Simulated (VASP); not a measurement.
# C: single point with PBE

C:

```
CELL_PARAMETERS angstrom
-1.23057 1.23057 3.21766
1.23057 -1.23057 3.21766
1.23057 1.23057 -3.21766
ATOMIC_POSITIONS crystal
C 0.38770 0.38770 0.00000
C 0.75000 0.25000 0.50000
C 0.61230 0.61230 0.00000
```

```yaml
Program: VASP 6.6.1
Task: single point
Functional: PBE
Potentials_or_basis: VASP PAW PBE potentials, release 64 (C)
Cutoff: 520 eV
k_mesh: 10 × 10 × 10
Occupations: gaussian, width 0.1 eV
Spin: no spin polarisation
```

```yaml
Pressure: 0.6 GPa
Largest_force: 0.005 eV/Å
Band_gap_on_the_k_mesh: zero (band 6 reaches 13.33 eV, above the bottom of band 7 at 6.45 eV)
```

Forces in eV/Å, atoms in the order of the input:
```
C    0.000  0.000 -0.005
C    0.000  0.000  0.000
C    0.000  0.000  0.005
```

Levels at points of the mesh, in eV from the Fermi level:
```tsv
k point	band 2	band 3	band 4	band 5	band 6	band 7	band 8	band 9	band 10	band 11
(0.00, 0.00, 0.00)	-10.48	-9.63	-3.62	-3.62	1.09	1.09	5.78	9.41	10.82	12.71
(0.50, 0.00, 0.00)	-14.10	-10.29	-7.66	-2.96	-1.46	3.33	7.82	9.84	10.94	12.34
(0.50, 0.50, 0.00)	-12.58	-10.47	-7.91	-7.53	-4.52	-0.18	6.68	7.43	9.06	16.39
(0.50, 0.50, 0.50)	-16.62	-4.84	-4.84	-3.26	5.35	5.35	5.99	7.42	10.17	10.17
```

Wall time 14 s on 1 thread of Intel(R) Xeon(R) 6975P-C (Granite Rapids) (shared host), peak memory 0.15 GiB.

Caveat: the k points lie up to 0.36 Å⁻¹ apart.
